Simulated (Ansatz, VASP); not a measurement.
**Two plane-wave programs on Fe**

```xyz
1
Lattice="2.3343 0.0000 0.0000 0.0000 2.3343 0.0000 0.0000 0.0000 2.3343" Properties=species:S:1:pos:R:3 pbc="T T T"
Fe    0.0000    0.0000    0.0000
```

Alike in both runs: task relaxation of cell and atoms; functional r2SCAN; k mesh 13 × 13 × 13; occupations fermi-dirac, width 0.1 eV; no spin polarisation.

```csv
,VASP,Ansatz
version,VASP 6.6.1,Ansatz 0.2.0
potentials or method,"VASP PAW PBE potentials, release 64 (Fe), cutoff 600 eV","plane waves (500 eV) with PAW, scalar-relativistic"
valence electrons in the cell,8,16
```

|  | VASP | Ansatz | Ansatz less VASP |
| --- | --- | --- | --- |
| relaxed volume (Å³/atom) | 11.25 | 11.23 | -0.021 |
| relaxed cell length with the largest relative difference (Å) | 2.241 | 2.239 | -0.0014 |

VASP's potentials were made for PBE, not for r2SCAN. VASP's potentials hold 8 valence electrons a cell and Ansatz's 16, so a difference there can come from the potentials and not from the codes.
